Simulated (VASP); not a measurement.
# CuO in VASP: a series of runs

The runs below take CuO through single point, with PBE.

Program: VASP 6.6.1. These are calculated values, not measurements. Logs are shortened: lines on timing, memory, paths and dates and some standing lists are left out, and cuts for length are marked.

### Step 1. The cell of the first run

The cell holds a sheet with vacuum, 2 atoms: a = 3.204 Å, b = 3.204 Å, c = 15.000 Å, α = 90.00°, β = 90.00°, γ = 119.81°.

### Step 2. Single point, PBE, collinear spin, ferromagnetic start

INCAR reads:

```
SYSTEM = CuO
ALGO = Normal
DIPOL = 0.5 0.5 0.500
EDIFF = 1E-6
ENCUT = 520
GGA = PE
IDIPOL = 3
ISIF = 2
ISMEAR = 0
ISPIN = 2
LASPH = .TRUE.
LCHARG = .TRUE.
LDIPOL = .TRUE.
LELF = .TRUE.
LMAXMIX = 4
LORBIT = 11
LREAL = .FALSE.
LVACPOTAV = .TRUE.
LVHAR = .TRUE.
LWAVE = .FALSE.
MAGMOM = 1 0
NBANDS = 20
NELM = 150
PREC = Accurate
SIGMA = 0.1
```

KPOINTS reads:

```
k-points
0
G
  6 6 1
  0 0 0
```

POSCAR reads:

```
CuO
1.0
    3.2038201200      0.0000000000      0.0000000000
   -1.5925727600      2.7799596000      0.0000000000
    0.0000000000      0.0000000000     15.0000000000
Cu O
1 1
Direct
    0.9787399900      0.9825959900      0.5021630900
    0.6760065300      0.3398855000      0.4978369100
```

Potentials or basis: VASP PAW PBE potentials, release 64 (Cu, O).

Launch:

```console
cat potpaw_PBE.64/Cu/POTCAR potpaw_PBE.64/O/POTCAR > POTCAR
mpirun -np 1 vasp_std > vasp.out
```

OUTCAR:

```text
SYSTEM = CuO
   EDIFF = 1E-6
   ENCUT = 520
   GGA = PE
   ISIF = 2
   ISMEAR = 0
   ISPIN = 2
   LASPH = .TRUE.
   LORBIT = 11
   LREAL = .FALSE.
   NELM = 150
   PREC = Accurate

 ion  position               nearest neighbor table
   1  0.979  0.983  0.502-   2 1.79   2 1.83   2 1.94
   2  0.676  0.340  0.498-   1 1.79   1 1.83   1 1.94

  LATTYP: Found a base centered orthorhombic cell.
 ALAT       =     3.2131438550
 B/A-ratio  =     1.7253462539
 C/A-ratio  =     4.6683250664

  Lattice vectors:

 A1 = (   3.2038201200,   0.0000000000,   0.0000000000)
 A2 = (  -1.5925727600,   2.7799596000,   0.0000000000)
 A3 = (   0.0000000000,   0.0000000000,  15.0000000000)

Analysis of symmetry for initial positions (statically):
=====================================================================
 Subroutine PRICEL returns:
 Original cell was already a primitive cell.

 Routine SETGRP: Setting up the symmetry group for a
 base centered orthorhombic supercell.

 Subroutine GETGRP returns: Found  1 space group operations
 (whereof  1 operations were pure point group operations)
 out of a pool of  8 trial point group operations.

The static configuration has the point symmetry C_1 .

Analysis of symmetry for dynamics (positions and initial velocities):
=====================================================================
 Subroutine PRICEL returns:
 Original cell was already a primitive cell.

 Routine SETGRP: Setting up the symmetry group for a
 base centered orthorhombic supercell.

 Subroutine GETGRP returns: Found  1 space group operations
 (whereof  1 operations were pure point group operations)
 out of a pool of  8 trial point group operations.

The dynamic configuration has the point symmetry C_1 .

Analysis of structural, dynamic, and magnetic symmetry:
=====================================================================
 Subroutine PRICEL returns:
 Original cell was already a primitive cell.

 Routine SETGRP: Setting up the symmetry group for a
 base centered orthorhombic supercell.

 Subroutine GETGRP returns: Found  1 space group operations
 (whereof  1 operations were pure point group operations)
 out of a pool of  8 trial point group operations.

The overall configuration has the point symmetry C_1 .

 Subroutine INISYM returns: Found  1 space group operations
 (whereof  1 operations are pure point group operations),
 and found     1 'primitive' translations

----------------------------------------------------------------------------------------

                                     Primitive cell

  volume of cell :     133.5974

  direct lattice vectors                    reciprocal lattice vectors
     3.203820120  0.000000000  0.000000000     0.312127386  0.178810359  0.000000000
    -1.592572760  2.779959600  0.000000000     0.000000000  0.359717458  0.000000000
     0.000000000  0.000000000 15.000000000     0.000000000  0.000000000  0.066666667

  length of vectors
     3.203820120  3.203820122 15.000000000     0.359717458  0.359717458  0.066666667

  position of ions in fractional coordinates (direct lattice)
     0.978739990  0.982595990  0.502163090
     0.676006530  0.339885500  0.497836910

  ion indices of the primitive-cell ions
   primitive index   ion index
                 1           1
                 2           2

----------------------------------------------------------------------------------------

 KPOINTS: k-points

Automatic generation of k-mesh.
 Grid dimensions read from file:
 generate k-points for:    6    6    1

 Generating k-lattice:

  Cartesian coordinates                     Fractional coordinates (reciprocal lattice)
     0.052021231  0.029801726  0.000000000     0.166666667  0.000000000  0.000000000
     0.000000000  0.059952910  0.000000000     0.000000000  0.166666667  0.000000000
     0.000000000  0.000000000  0.066666667     0.000000000  0.000000000  1.000000000

  Length of vectors
     0.059952910  0.059952910  0.066666667

  Shift w.r.t. Gamma in fractional coordinates (k-lattice)
     0.000000000  0.000000000  0.000000000

 Subroutine IBZKPT returns following result:
 ===========================================

 Found     20 irreducible k-points:

 Following reciprocal coordinates:
            Coordinates               Weight
  0.000000  0.000000  0.000000      1.000000
  0.166667 -0.000000  0.000000      2.000000
  0.000000  0.166667  0.000000      2.000000
  0.333333 -0.000000  0.000000      2.000000
  0.000000  0.333333  0.000000      2.000000
  0.500000 -0.000000  0.000000      1.000000
[... 12 lines left out ...]
 -0.333333  0.333333  0.000000      2.000000
  0.500000  0.500000  0.000000      1.000000
   k-points           NKPTS =     20   k-points in BZ     NKDIM =     20   number of bands    NBANDS=     20
   number of dos      NEDOS =    301   number of ions     NIONS =      2
   total plane-waves  NPLWV =  64512
   dimension x,y,z NGX =    24 NGY =   24 NGZ =  112
   dimension x,y,z NGXF=    48 NGYF=   48 NGZF=  224
   ions per type =               1   1
   NGX,Y,Z   is equivalent  to a cutoff of  12.45, 12.45, 12.41 a.u.
   NGXF,Y,Z  is equivalent  to a cutoff of  24.91, 24.91, 24.83 a.u.
 SYSTEM =  CuO
   PREC   = accura    normal or accurate (medium, high low for compatibility)
   ISTART =      0    job   : 0-new  1-cont  2-samecut
   ICHARG =      2    charge: 1-file 2-atom 10-const
   ISPIN  =      2    spin polarized calculation?
   LNONCOLLINEAR =      F non collinear calculations
   LSORBIT =      F    spin-orbit coupling
   LASPH  =      T    aspherical Exc in radial PAW
   ENCUT  =  520.0 eV  38.22 Ry    6.18 a.u.   5.96  5.96 27.89*2*pi/ulx,y,z
   NELM   =    150;   NELMIN=  2; NELMDL= -5     # of ELM steps
   EDIFF  = 0.1E-05   stopping-criterion for ELM
   LREAL  =      F    real-space projection
   EDIFFG = 0.1E-04   stopping-criterion for IOM
   NSW    =      0    number of steps for IOM
   IBRION =     -1    ionic relax: 0-MD 1-quasi-New 2-CG
   NFREE  =      0    steps in history (QN), initial steepest desc. (CG)
   ISIF   =      2    stress and relaxation
   ISYM   =      2    0-nonsym 1-usesym 2-fastsym
   POTIM  = 0.5000    time-step for ionic-motion
   TEBEG  =    0.0;   TEEND  =   0.0 temperature during run
   PSTRESS=    0.0 pullay stress
   NELECT =      17.0000    total number of electrons
   NUPDOWN=      -1.0000    fix difference up-down
   EMIN   =  10.00;   EMAX   =-10.00  energy-range for DOS
   EFERMI =   0.00;   METHOD = LEGACY
   ISMEAR =     0;   SIGMA  =   0.10  broadening in eV -4-tet -1-fermi 0-gaus
   EFERMI_NEDOS =   21; number of points for ismear=-14 and -15
   IALGO  =     38    algorithm
   IMIX   =      4    mixing-type and parameters
     AMIX     =   0.40;   BMIX     =  1.00
     AMIX_MAG =   1.60;   BMIX_MAG =  1.00
  volume/ion in A,a.u.               =      66.80       450.78
  Fermi-wavevector in a.u.,A,eV,Ry     =   0.823427  1.556052  9.225189  0.678032
  Thomas-Fermi vector in A             =   1.934935
   LORBIT       =     11    0 simple, 1 ext, 2 COOP (PROOUT), +10 PAW based schemes
   GGA     = PE    functional components
   LHFCALC =     F    Hartree Fock is set to
   AEXX    =    0.0000 exact exchange contribution
   IVDW    =     0    specifies the selected vdW correction
   LEPSILON=     F    determine dielectric tensor
   LRPA    =     F    only Hartree local field effects (RPA)
 spin polarized calculation
 Gauss-broadening in eV      SIGMA  =   0.10
  energy-cutoff  :      520.00
  volume of cell :      133.60
 maximum number of plane-waves:      3642
   NGX = 11   NGY = 11   NGZ = 55

 dipolmoment           0.000000      0.000000      0.000000 electrons x Angstroem

 number of electron      17.0000008 magnetization       0.2122012

 dipolmoment           0.000000      0.000000     -0.014355 electrons x Angstroem

 Free energy of the ion-electron system (eV)
  ---------------------------------------------------
  ext. energy  EPLUGINS =         0.00000000
  ---------------------------------------------------
  free energy    TOTEN  =        -9.30903744 eV

  energy without entropy =       -9.29629411  energy(sigma->0) =       -9.30266578

 E-fermi :  -3.8201     XC(G=0):  -2.6976

 val. band max:       -3.8330786589   @ k =   0.3333   0.5000   0.0000
 cond. band min:      -3.8008470647   @ k =   0.0000   0.5000   0.0000
 fundamental gap:      0.0322315941
 Fermi energy:        -3.8200574627

 spin component 1

 k-point     1 :       0.0000    0.0000    0.0000
  band No.  band energies     occupation
      1     -22.1112      1.00000
      2      -9.3323      1.00000
      3      -9.1456      1.00000
      4      -6.9846      1.00000
      5      -5.8059      1.00000
      6      -5.6863      1.00000
[... 12 lines left out ...]
     19      10.7353      0.00000
     20      11.3075      0.00000
[... 415 lines left out ...]
 k-point    20 :       0.5000    0.5000    0.0000
  band No.  band energies     occupation
      1     -21.6050      1.00000
      2      -9.5473      1.00000
      3      -8.0981      1.00000
      4      -7.6102      1.00000
      5      -5.9487      1.00000
      6      -5.7912      1.00000
[... 12 lines left out ...]
     19       8.0765      0.00000
     20       9.9933      0.00000
 Fermi energy:        -3.8200574627

 spin component 2

 k-point     1 :       0.0000    0.0000    0.0000
  band No.  band energies     occupation
      1     -21.9742      1.00000
      2      -9.2338      1.00000
      3      -9.0693      1.00000
      4      -6.7873      1.00000
      5      -5.6169      1.00000
      6      -5.5958      1.00000
[... 12 lines left out ...]
     19      10.7471      0.00000
     20      11.3312      0.00000
[... 415 lines left out ...]
 k-point    20 :       0.5000    0.5000    0.0000
  band No.  band energies     occupation
      1     -21.4593      1.00000
      2      -9.4817      1.00000
      3      -8.0161      1.00000
      4      -7.4161      1.00000
      5      -5.8371      1.00000
      6      -5.6446      1.00000
[... 12 lines left out ...]
     19       8.0819      0.00000
     20       9.9966      0.00000

------------------------ aborting loop because EDIFF is reached ----------------------------------------

  FORCE on cell =-STRESS in cart. coord.  units (eV):
  Direction    XX          YY          ZZ          XY          YZ          ZX
  --------------------------------------------------------------------------------------
  -------------------------------------------------------------------------------------
  Total       -0.6269425      0.7050880     -0.0381513     -0.5143408      0.0637453      0.0477367
  in kB       -7.5186601      8.4558263     -0.4575327     -6.1682742      0.7644706      0.5724868
  external PRESSURE =       0.1598779 kB  Pullay stress =       0.0000000 kB

 VOLUME and BASIS-vectors are now :
 -----------------------------------------------------------------------------
  energy-cutoff  :      520.00
  volume of cell :      133.60
      direct lattice vectors                 reciprocal lattice vectors
     3.203820120  0.000000000  0.000000000     0.312127386  0.178810359  0.000000000
    -1.592572760  2.779959600  0.000000000     0.000000000  0.359717458  0.000000000
     0.000000000  0.000000000 15.000000000     0.000000000  0.000000000  0.066666667

 POSITION                                       TOTAL-FORCE (eV/Angst)
 -----------------------------------------------------------------------------------
      1.57085      2.73158      7.53245         0.735939      0.982742     -0.153618
      1.62451      0.94487      7.46755        -0.735939     -0.982742      0.153618
 -----------------------------------------------------------------------------------
    total drift:                                0.001198     -0.001737     -0.000084

  FREE ENERGIE OF THE ION-ELECTRON SYSTEM (eV)
  ---------------------------------------------------
  free  energy   TOTEN  =        -9.3090374385 eV

  energy  without entropy=       -9.2962941143  energy(sigma->0) =       -9.30266578

 vacuum level on the upper side and lower side of the slab         1.422         1.713

 total charge

# of ion       s       p       d       tot
------------------------------------------
    1        0.409   0.416   9.115   9.940
    2        1.554   3.412   0.000   4.966
--------------------------------------------------
tot          1.963   3.829   9.115  14.906

 magnetization (x)

# of ion       s       p       d       tot
------------------------------------------
    1       -0.001   0.002   0.117   0.117
    2        0.001   0.082   0.000   0.083
--------------------------------------------------
tot          0.000   0.083   0.117   0.200
```

It used 290 s of CPU time on 1 thread of AMD EPYC 7R13 Processor (Zen 3), with other jobs on the host.

What came out:

* Free energy: -9.3090 eV
* Largest force: 1.237 eV/Å
* Net moment: 0.21 μB per cell
* Site moments: Cu +0.12; O +0.08 μB
* Valence electrons inside the program's atomic spheres: Cu 9.94; O 4.97

Forces on the atoms (eV/Å):
```
Cu   0.736  0.983 -0.154
O   -0.736 -0.983  0.154
```

Levels at points of the mesh, in eV from the Fermi level:
Spin up:
```
           k point  band 7  band 8  band 9  band 10  band 11  band 12
(0.00, 0.00, 0.00)   -1.83    1.07    1.27     2.51     4.61     5.37
(0.50, 0.00, 0.00)   -1.39   -0.59   -0.51     6.95     7.31     8.14
(0.00, 0.50, 0.00)   -1.46   -1.08   -0.23     6.75     7.27     8.27
(0.50, 0.50, 0.00)   -1.45   -0.89   -0.30     6.83     7.26     8.25
```
Spin down:
| k point | band 6 | band 7 | band 8 | band 9 | band 10 | band 11 | band 12 | band 13 |
| --- | --- | --- | --- | --- | --- | --- | --- | --- |
| (0.00, 0.00, 0.00) | -1.78 | -1.70 | 1.20 | 1.37 | 2.55 | 4.64 | 5.37 | 6.78 |
| (0.50, 0.00, 0.00) | -1.85 | -1.31 | -0.47 | -0.32 | 6.96 | 7.33 | 8.16 | 9.46 |
| (0.00, 0.50, 0.00) | -1.81 | -1.39 | -0.98 | 0.02 | 6.75 | 7.29 | 8.29 | 9.51 |
| (0.50, 0.50, 0.00) | -1.82 | -1.37 | -0.79 | -0.06 | 6.84 | 7.28 | 8.27 | 9.52 |

Caveat: the k points lie up to 0.38 Å⁻¹ apart; semilocal functionals often make such compounds metallic where correlation or magnetic order opens a gap, which also shifts bond lengths. With open d or f shells a metallic result of PBE can be an artefact of self-interaction; +U or a hybrid may open a gap.

### Step 3. Single point, PBE, collinear spin, ferromagnetic start

This run uses another cell than the first one, of 105.46 Å³/atom, 1.579 times its volume.

INCAR reads:

```
SYSTEM = CuO
PREC = Accurate
ENCUT = 520
EDIFF = 1E-6
ISMEAR = 0
SIGMA = 0.1
LREAL = .False.
LASPH = .True.
NELM = 150
ALGO = Normal
ISIF = 2
LWAVE = .False.
LCHARG = .False.
ISPIN = 2
MAGMOM = 1 0
LORBIT = 11
LMAXMIX = 4
LDIPOL = .True.
IDIPOL = 3
DIPOL = 0.5 0.5 0.313
GGA = PE
NBANDS = 20
```

KPOINTS reads:

```
Automatic mesh
0
Gamma
  6 6 1
  0 0 0
```

POSCAR reads:

```
CuO
1.0
    3.1870780095     -0.0045694192      0.0000000000
   -1.5882153904      2.7677904319      0.0000000000
    0.0000000000      0.0000000000     23.9297854000
Cu O
1 1
Direct
    0.9938995867      0.9942689098      0.3134183886
    0.6608469333      0.3282125802      0.3134154818
```

Potentials or basis: VASP PAW PBE potentials, release 64 (Cu, O).

Launch:

```console
cat potpaw_PBE.64/Cu/POTCAR potpaw_PBE.64/O/POTCAR > POTCAR
mpirun -np 1 vasp_std > vasp.out
```

It used 590 s of CPU time on 1 thread of AMD EPYC 7R13 Processor (Zen 3), on a shared host.

The run converged. Its results:

```
Free energy                                           : -9.3691 eV
Largest force                                         : 0.007 eV/Å
Net moment                                            : 0.16 μB per cell
Site moments                                          : Cu +0.09; O +0.06 μB
Valence electrons inside the program's atomic spheres : Cu 9.95; O 4.97
```

Forces in eV/Å, atoms in the order of the input:
```
Cu   0.005  0.005  0.000
O   -0.005 -0.005  0.000
```

Levels at points of the mesh, in eV from the Fermi level:
Spin up:
| k point | band 6 | band 7 | band 8 | band 9 | band 10 | band 11 | band 12 | band 13 |
| --- | --- | --- | --- | --- | --- | --- | --- | --- |
| (0.00, 0.00, 0.00) | -1.84 | -1.82 | 1.32 | 1.33 | 2.57 | 4.63 | 5.37 | 5.80 |
| (0.50, 0.00, 0.00) | -1.92 | -1.37 | -0.79 | -0.26 | 7.03 | 7.37 | 8.29 | 9.56 |
| (0.00, 0.50, 0.00) | -1.92 | -1.37 | -0.79 | -0.25 | 7.02 | 7.38 | 8.28 | 9.55 |
| (0.50, 0.50, 0.00) | -1.92 | -1.37 | -0.80 | -0.26 | 7.04 | 7.37 | 8.30 | 9.56 |
Spin down:
```tsv
k point	band 7	band 8	band 9	band 10	band 11	band 12
(0.00, 0.00, 0.00)	-1.72	1.41	1.43	2.60	4.65	5.38
(0.50, 0.00, 0.00)	-1.31	-0.71	-0.10	7.03	7.39	8.31
(0.00, 0.50, 0.00)	-1.31	-0.70	-0.09	7.02	7.40	8.30
(0.50, 0.50, 0.00)	-1.31	-0.71	-0.10	7.04	7.39	8.32
```

Caveat: the k points lie up to 0.38 Å⁻¹ apart; semilocal functionals often make such compounds metallic where correlation or magnetic order opens a gap, which also shifts bond lengths.
